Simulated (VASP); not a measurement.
# Pd (P6_3/mmc) in VASP: notebook

The runs below take Pd through single point, relaxation of cell and atoms, with RPBE.

All numbers are computed with VASP 6.6.1; they aren't measurements. Logs are shortened: lines on timing, memory, paths and dates and some standing lists are left out, and cuts for length are marked.

**1. The cell of the first run**

It takes space group P6_3/mmc (No. 194, hexagonal). The conventional cell has a = 2.810 Å, b = 2.810 Å, c = 9.262 Å, α = 90.00°, β = 90.00°, γ = 120.00°. Within 3.7 Å of Pd (site symmetry -3m) lie 12 Pd at 2.81 to 2.83 Å. Within 3.7 Å of Pd (site symmetry -6m2) lie 12 Pd at 2.81 to 2.83 Å.

This isn't the form of Pd at room conditions, which is fcc.

**2. Single point, RPBE**

Contents of INCAR:

```
PREC = Accurate
ENCUT = 520
EDIFF = 1E-6
ISMEAR = -1
SIGMA = 0.1
LREAL = F
LASPH = T
NELM = 60
ALGO = Normal
ISIF = 2
LWAVE = F
LCHARG = T
GGA = RP
LELF = T
LVHAR = T
NBANDS = 28
```

Contents of KPOINTS:

```
Automatic mesh
0
Gamma
  17 17 5
```

Contents of POSCAR:

```
Pd
1.0
    2.8104923619      0.0000000000      0.0000000000
   -1.4052461810      2.4339577826      0.0000000000
    0.0000000000      0.0000000000      9.2618297452
Pd
4
Direct
    0.0000000000      0.0000000000      0.0000000000
    0.0000000000      0.0000000000      0.5000000000
    0.3333333333      0.6666666667      0.2500000000
    0.6666666667      0.3333333333      0.7500000000
```

Potentials or basis: VASP PAW PBE potentials, release 64 (Pd).

On the command line:

```
cat potpaw_PBE.64/Pd/POTCAR > POTCAR
mpirun -np 1 vasp_std > vasp.out
```

OUTCAR:

```text
PREC = Accurate
   ENCUT = 520
   EDIFF = 1E-6
   ISMEAR = -1
   LREAL = F
   LASPH = T
   NELM = 60
   ISIF = 2
   GGA = RP

 ion  position               nearest neighbor table
   1  0.000  0.000  0.000-   3 2.83   4 2.83   4 2.83   3 2.83   4 2.83   3 2.83
   2  0.000  0.000  0.500-   3 2.83   4 2.83   4 2.83   3 2.83   4 2.83   3 2.83
   3  0.333  0.667  0.250-   1 2.83   2 2.83   1 2.83   2 2.83   1 2.83   2 2.83
   4  0.667  0.333  0.750-   1 2.83   2 2.83   1 2.83   2 2.83   1 2.83   2 2.83

  LATTYP: Found a hexagonal cell.
 ALAT       =     2.8104923619
 C/A-ratio  =     3.2954473995

  Lattice vectors:

 A1 = (   2.8104923619,   0.0000000000,   0.0000000000)
 A2 = (  -1.4052461810,   2.4339577826,   0.0000000000)
 A3 = (   0.0000000000,   0.0000000000,   9.2618297452)

Analysis of symmetry for initial positions (statically):
=====================================================================
 Subroutine PRICEL returns:
 Original cell was already a primitive cell.

 Routine SETGRP: Setting up the symmetry group for a
 hexagonal supercell.

 Subroutine GETGRP returns: Found 24 space group operations
 (whereof 12 operations were pure point group operations)
 out of a pool of 24 trial point group operations.

The static configuration has the point symmetry D_3d.
 The point group associated with its full space group is D_6h.

Analysis of symmetry for dynamics (positions and initial velocities):
=====================================================================
 Subroutine PRICEL returns:
 Original cell was already a primitive cell.

 Routine SETGRP: Setting up the symmetry group for a
 hexagonal supercell.

 Subroutine GETGRP returns: Found 24 space group operations
 (whereof 12 operations were pure point group operations)
 out of a pool of 24 trial point group operations.

The dynamic configuration has the point symmetry D_3d.
 The point group associated with its full space group is D_6h.

 Subroutine INISYM returns: Found 24 space group operations
 (whereof 12 operations are pure point group operations),
 and found     1 'primitive' translations

----------------------------------------------------------------------------------------

                                     Primitive cell

  volume of cell :      63.3567

  direct lattice vectors                    reciprocal lattice vectors
     2.810492362  0.000000000  0.000000000     0.355809542  0.205426735  0.000000000
    -1.405246181  2.433957783  0.000000000     0.000000000  0.410853470  0.000000000
     0.000000000  0.000000000  9.261829745     0.000000000  0.000000000  0.107970026

  length of vectors
     2.810492362  2.810492362  9.261829745     0.410853470  0.410853470  0.107970026

  position of ions in fractional coordinates (direct lattice)
     0.000000000  0.000000000  0.000000000
     0.000000000  0.000000000  0.500000000
     0.333333333  0.666666667  0.250000000
     0.666666667  0.333333333  0.750000000

  ion indices of the primitive-cell ions
   primitive index   ion index
                 1           1
                 2           2
                 3           3
                 4           4

----------------------------------------------------------------------------------------

 KPOINTS: Automatic mesh

Automatic generation of k-mesh.
 Grid dimensions read from file:
 generate k-points for:   17   17    5

 Generating k-lattice:

  Cartesian coordinates                     Fractional coordinates (reciprocal lattice)
     0.020929973  0.012083926  0.000000000     0.058823529  0.000000000  0.000000000
     0.000000000  0.024167851  0.000000000     0.000000000  0.058823529  0.000000000
     0.000000000  0.000000000  0.021594005     0.000000000  0.000000000  0.200000000

  Length of vectors
     0.024167851  0.024167851  0.021594005

  Shift w.r.t. Gamma in fractional coordinates (k-lattice)
     0.000000000  0.000000000  0.000000000

 Subroutine IBZKPT returns following result:
 ===========================================

 Found     99 irreducible k-points:

 Following reciprocal coordinates:
            Coordinates               Weight
  0.000000  0.000000  0.000000      1.000000
  0.058824 -0.000000  0.000000      6.000000
  0.117647  0.000000  0.000000      6.000000
  0.176471  0.000000  0.000000      6.000000
  0.235294  0.000000  0.000000      6.000000
  0.294118 -0.000000  0.000000      6.000000
[... 16 lines left out ...]
  0.411765  0.117647  0.000000     12.000000
  0.176471  0.176471  0.000000      6.000000
 [... further k-points ...]
   k-points           NKPTS =     99   k-points in BZ     NKDIM =     99   number of bands    NBANDS=     28
   number of dos      NEDOS =    301   number of ions     NIONS =      4
   total plane-waves  NPLWV =  40320
   dimension x,y,z NGX =    24 NGY =   24 NGZ =   70
   dimension x,y,z NGXF=    48 NGYF=   48 NGZF=  140
   ions per type =               4
   NGX,Y,Z   is equivalent  to a cutoff of  14.20, 14.20, 12.56 a.u.
   NGXF,Y,Z  is equivalent  to a cutoff of  28.39, 28.39, 25.13 a.u.
 SYSTEM =  unknown system
   PREC   = accura    normal or accurate (medium, high low for compatibility)
   ISTART =      0    job   : 0-new  1-cont  2-samecut
   ICHARG =      2    charge: 1-file 2-atom 10-const
   ISPIN  =      1    spin polarized calculation?
   LNONCOLLINEAR =      F non collinear calculations
   LSORBIT =      F    spin-orbit coupling
   LASPH  =      T    aspherical Exc in radial PAW
   ENCUT  =  520.0 eV  38.22 Ry    6.18 a.u.   5.23  5.23 17.22*2*pi/ulx,y,z
   NELM   =     60;   NELMIN=  2; NELMDL= -5     # of ELM steps
   EDIFF  = 0.1E-05   stopping-criterion for ELM
   LREAL  =      F    real-space projection
   EDIFFG = 0.1E-04   stopping-criterion for IOM
   NSW    =      0    number of steps for IOM
   IBRION =     -1    ionic relax: 0-MD 1-quasi-New 2-CG
   NFREE  =      0    steps in history (QN), initial steepest desc. (CG)
   ISIF   =      2    stress and relaxation
   ISYM   =      2    0-nonsym 1-usesym 2-fastsym
   POTIM  = 0.5000    time-step for ionic-motion
   TEBEG  =    0.0;   TEEND  =   0.0 temperature during run
   PSTRESS=    0.0 pullay stress
   NELECT =      40.0000    total number of electrons
   NUPDOWN=      -1.0000    fix difference up-down
   EMIN   =  10.00;   EMAX   =-10.00  energy-range for DOS
   EFERMI =   0.00;   METHOD = LEGACY
   ISMEAR =    -1;   SIGMA  =   0.10  broadening in eV -4-tet -1-fermi 0-gaus
   EFERMI_NEDOS =   21; number of points for ismear=-14 and -15
   IALGO  =     38    algorithm
   IMIX   =      4    mixing-type and parameters
     AMIX     =   0.40;   BMIX     =  1.00
     AMIX_MAG =   1.60;   BMIX_MAG =  1.00
  volume/ion in A,a.u.               =      15.84       106.89
  Fermi-wavevector in a.u.,A,eV,Ry     =   1.404421  2.653971 26.836121  1.972399
  Thomas-Fermi vector in A             =   2.526985
   LORBIT       =      0    0 simple, 1 ext, 2 COOP (PROOUT), +10 PAW based schemes
   GGA     = RP    functional components
   LHFCALC =     F    Hartree Fock is set to
   AEXX    =    0.0000 exact exchange contribution
   IVDW    =     0    specifies the selected vdW correction
   LEPSILON=     F    determine dielectric tensor
   LRPA    =     F    only Hartree local field effects (RPA)
 non-spin polarized calculation
  energy-cutoff  :      520.00
  volume of cell :       63.36
 maximum number of plane-waves:      1722
 NGX is ok and might be reduce to    24
   NGX = 11   NGY = 11   NGZ = 35

 number of electron      39.9999997 magnetization

 Free energy of the ion-electron system (eV)
  ---------------------------------------------------
  ext. energy  EPLUGINS =         0.00000000
  ---------------------------------------------------
  free energy    TOTEN  =       -18.60949436 eV

  energy without entropy =      -18.32659036  energy(sigma->0) =      -18.46804236

 E-fermi :   8.7631     XC(G=0): -12.6318

 val. band max:        8.7622076027   @ k =   0.4118   0.0000   0.4000
 cond. band min:       8.7644396050   @ k =   0.2941   0.2353   0.2000
 fundamental gap:      0.0022320023
 Fermi energy:         8.7630897808

 k-point     1 :       0.0000    0.0000    0.0000
  band No.  band energies     occupation
      1       2.1799      2.00000
      2       3.7643      2.00000
      3       3.7710      2.00000
      4       3.9888      2.00000
      5       6.1666      2.00000
      6       6.1759      2.00000
[... 20 lines left out ...]
     27      22.5603      0.00000
     28      25.6442      0.00000

 k-point     2 :       0.0588   -0.0000    0.0000
  band No.  band energies     occupation
      1       2.2860      2.00000
      2       3.8604      2.00000
      3       3.8678      2.00000
      4       4.0646      2.00000
      5       6.0004      2.00000
      6       6.1215      2.00000
[... 20 lines left out ...]
     27      22.6273      0.00000
     28      25.6887      0.00000

 k-point     3 :       0.1176    0.0000    0.0000
  band No.  band energies     occupation
      1       2.5945      2.00000
      2       4.1235      2.00000
      3       4.1349      2.00000
      4       4.2747      2.00000
      5       5.7178      2.00000
      6       5.9030      2.00000
[... 20 lines left out ...]
     27      22.8214      0.00000
     28      25.3092      0.00000

 k-point     4 :       0.1765    0.0000    0.0000
  band No.  band energies     occupation
      1       3.0696      2.00000
      2       4.4199      2.00000
      3       4.4681      2.00000
      4       4.5825      2.00000
      5       5.4513      2.00000
      6       5.6558      2.00000
[... 578 lines left out ...]
     27      18.4509      0.00000
     28      18.9113      0.00000

 k-point    23 :       0.4118    0.1176    0.0000
  band No.  band energies     occupation
      1       4.1479      2.00000
      2       4.2046      2.00000
      3       4.3738      2.00000
      4       4.8796      2.00000
      5       5.0120      2.00000
      6       5.3026      2.00000
[... 20 lines left out ...]
     27      18.8681      0.00000
     28      19.4454      0.00000

 k-point    24 :       0.1765    0.1765    0.0000
  band No.  band energies     occupation
      1       4.4381      2.00000
      2       4.7504      2.00000
      3       4.7963      2.00000
      4       5.0979      2.00000
      5       5.2454      2.00000
      6       5.2633      2.00000
[... 20 lines left out ...]
     27      20.7779      0.00000
     28      22.5574      0.00000

 [... further k-points ...]

------------------------ aborting loop because EDIFF is reached ----------------------------------------

  FORCE on cell =-STRESS in cart. coord.  units (eV):
  Direction    XX          YY          ZZ          XY          YZ          ZX
  --------------------------------------------------------------------------------------
  -------------------------------------------------------------------------------------
  Total       -0.0456101     -0.0456101     -0.1941487      0.0000000      0.0000000     -0.0000000
  in kB       -1.1533990     -1.1533990     -4.9096769      0.0000000      0.0000000     -0.0000000
  external PRESSURE =      -2.4054916 kB  Pullay stress =       0.0000000 kB

 VOLUME and BASIS-vectors are now :
 -----------------------------------------------------------------------------
  energy-cutoff  :      520.00
  volume of cell :       63.36
      direct lattice vectors                 reciprocal lattice vectors
     2.810492362  0.000000000  0.000000000     0.355809542  0.205426735  0.000000000
    -1.405246181  2.433957783  0.000000000     0.000000000  0.410853470  0.000000000
     0.000000000  0.000000000  9.261829745     0.000000000  0.000000000  0.107970026

 POSITION                                       TOTAL-FORCE (eV/Angst)
 -----------------------------------------------------------------------------------
      0.00000      0.00000      0.00000        -0.000000      0.000000     -0.000000
      0.00000      0.00000      4.63091        -0.000000      0.000000     -0.000000
     -0.00000      1.62264      2.31546         0.000000     -0.000000      0.000000
      1.40525      0.81132      6.94637        -0.000000      0.000000     -0.000000
 -----------------------------------------------------------------------------------
    total drift:                               -0.000000      0.000000      0.000000

  FREE ENERGIE OF THE ION-ELECTRON SYSTEM (eV)
  ---------------------------------------------------
  free  energy   TOTEN  =       -18.6094943580 eV

  energy  without entropy=      -18.3265903620  energy(sigma->0) =      -18.46804236
```

It took 2.4 min on 1 thread of Intel Xeon 8259CL, shared host; peak memory 0.27 GiB.

Results:

* Free energy: -18.6095 eV
* Pressure: -0.2 GPa
* Band gap on the k mesh: zero (bands 20 and 21 overlap by 0.84 eV)

Levels at points of the mesh, in eV from the Fermi level:
```
           k point  band 16  band 17  band 18  band 19  band 20  band 21  band 22  band 23  band 24  band 25
(0.00, 0.00, 0.00)    -1.38    -1.38    -0.97    -0.97    -0.66    -0.66    -0.14    -0.14     1.10     6.66
```

Caveat: the PAW data sets were made with another functional, which shifts forces and pressure a little.

**3. Relaxation of cell and atoms, RPBE**

This run uses another cell than the first one, of 14.71 Å³/atom.

Contents of INCAR:

```
PREC = Accurate ; ENCUT = 600
EDIFF = 1E-6 ; ISMEAR = -1
SIGMA = 0.1 ; LREAL = False
LASPH = True ; NELM = 100
ALGO = Normal ; ISIF = 3
LWAVE = False ; LCHARG = False
GGA = RP ; IBRION = 2
NSW = 80 ; EDIFFG = -0.01
```

Contents of KPOINTS:

```
regular mesh
0
Gamma
  13 13 4
```

Contents of POSCAR:

```
Pd
1.0
    2.7505001182      0.0000000000      0.0000000000
   -1.3752500591      2.3820029755      0.0000000000
    0.0000000000      0.0000000000      8.9831333861
Pd
4
Direct
    0.0000000000      0.0000000000      0.0000000000
    0.0000000000      0.0000000000      0.5000000000
    0.3333333333      0.6666666667      0.2500000000
    0.6666666667      0.3333333333      0.7500000000
```

Potentials or basis: VASP PAW PBE potentials, release 64 (Pd).

On the command line:

```
cat potpaw_PBE.64/Pd/POTCAR > POTCAR
mpirun -np 1 vasp_std > vasp.out
```

It took 6.9 min on 1 thread of Intel Xeon 8259CL, shared host; peak memory 0.26 GiB.

It converged, with:

- Free energy: -18.6085 eV
- Relaxed volume: 15.81 Å³/atom
- Relaxed cell: a = 2.809 Å, b = 2.809 Å, c = 9.254 Å, α = 90.00°, β = 90.00°, γ = 120.00°
- Space group after relaxing (to 0.1 Å): P6_3/mmc (No. 194)
- Energy gained by relaxing: 40.6 meV/atom
- Ionic steps: 6
- Pressure after relaxing: 0.0 GPa

Step by step:
```csv
step,energy change (eV),largest force (eV/Å),pressure (GPa),volume (Å³)
1,0.0000,0.0000,12.80,58.85
2,0.0623,0.0000,-10.42,69.44
3,-0.1619,0.0000,-0.23,63.33
4,-0.1619,0.0000,-0.02,63.24
5,-0.1624,0.0000,0.00,63.23
6,-0.1625,0.0000,0.02,63.23
```

Final structure:
```
Pd
1.0
     2.80873    0.00000    0.00000
    -1.40437    2.43243    0.00000
     0.00000    0.00000    9.25417
Pd
4
Direct
  0.00000 0.00000 0.00000
  0.00000 0.00000 0.50000
  0.33333 0.66667 0.25000
  0.66667 0.33333 0.75000
```

Levels at points of the mesh, in eV from the Fermi level:
```
           k point  band 16  band 17  band 18  band 19  band 20  band 21  band 22  band 23  band 24
(0.00, 0.00, 0.00)    -1.39    -1.39    -0.98    -0.98    -0.67    -0.67    -0.15    -0.15     1.09
(0.00, 0.00, 0.50)    -1.19    -1.19    -1.19    -0.74    -0.74    -0.37    -0.37    -0.37    -0.37
```

Caveat: the highest band is partly filled, so the run has too few bands; the PAW data sets were made with another functional, which shifts forces and pressure a little.

[end of part 1 of 2]
